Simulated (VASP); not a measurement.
Mn:

```
Mn
1.0
    -1.40709    1.40709    1.40709
     1.40709   -1.40709    1.40709
     1.40709    1.40709   -1.40709
Mn
1
Direct
  0.00000 0.00000 0.00000
```

```yaml
Program: VASP 6.6.1
Task: relaxation of cell and atoms
Functional: PBEsol
Potentials_or_basis: VASP PAW PBE potentials, release 64 (Mn_pv)
Cutoff: 600 eV
k_mesh: 10 × 10 × 10
Occupations: gaussian, width 0.1 eV
Spin: no spin polarisation
```

At the start: pressure -18.6 GPa; volume 11.14 Å³/atom.

Question: Where does the relaxation end?

Answer: Over 4 steps the energy falls by 47.3 meV/atom and the volume is 10.38 Å³/atom (-6.8 %); space group Im-3m (No. 229, to 0.05 Å).

The path:
| step | energy change (eV) | largest force (eV/Å) | pressure (GPa) | volume (Å³) |
| --- | --- | --- | --- | --- |
| 1 | 0.0000 | 0.0000 | -18.57 | 11.14 |
| 2 | 0.1175 | 0.0000 | 49.58 | 9.19 |
| 3 | -0.0472 | 0.0000 | -0.85 | 10.41 |
| 4 | -0.0473 | 0.0000 | -0.18 | 10.38 |

Final structure:
```
CELL_PARAMETERS angstrom
-1.37432 1.37432 1.37432
1.37432 -1.37432 1.37432
1.37432 1.37432 -1.37432
ATOMIC_POSITIONS crystal
Mn 0.00000 0.00000 0.00000
```

Caveat: the PAW data sets were made with another functional, which shifts forces and pressure a little; the run has no spin polarisation, though such a crystal can be magnetic.
